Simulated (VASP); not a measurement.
GaAs (a):

```
CELL_PARAMETERS angstrom
0.00000 2.87509 2.87509
2.87509 0.00000 2.87509
2.87509 2.87509 0.00000
ATOMIC_POSITIONS crystal
Ga 0.00000 0.00000 0.00000
As 0.25000 0.25000 0.25000
```

```yaml
Program: VASP 6.6.1
Task: relaxation of cell and atoms
Functional: PBEsol
Potentials_or_basis: VASP PAW PBE potentials, release 64 (Ga_d, As)
Cutoff: 500 eV
k_mesh: 10 × 10 × 10
Occupations: gaussian, width 0.01 eV
Spin: no spin polarisation
```

At the start: pressure -2.9 GPa; volume 23.77 Å³/atom.

Task: Where does the relaxation end?

Result: Over 3 steps the energy falls by 9.8 meV/atom and the volume is 22.71 Å³/atom (-4.5 %); space group F-43m (No. 216, to 0.05 Å).

Step by step:
```csv
step,energy change (eV),largest force (eV/Å),pressure (GPa),volume (Å³)
1,0.0000,0.0000,-2.86,47.53
2,-0.0170,0.0000,1.17,44.67
3,-0.0197,0.0000,0.00,45.41
```

Final structure:
```
Ga As
1.0
     0.00000    2.83169    2.83169
     2.83169    0.00000    2.83169
     2.83169    2.83169    0.00000
Ga As
1 1
Cartesian
  0.0000 0.0000 0.0000
  1.4158 1.4158 1.4158
```

Caveat: the PAW data sets were made with another functional, which shifts forces and pressure a little.
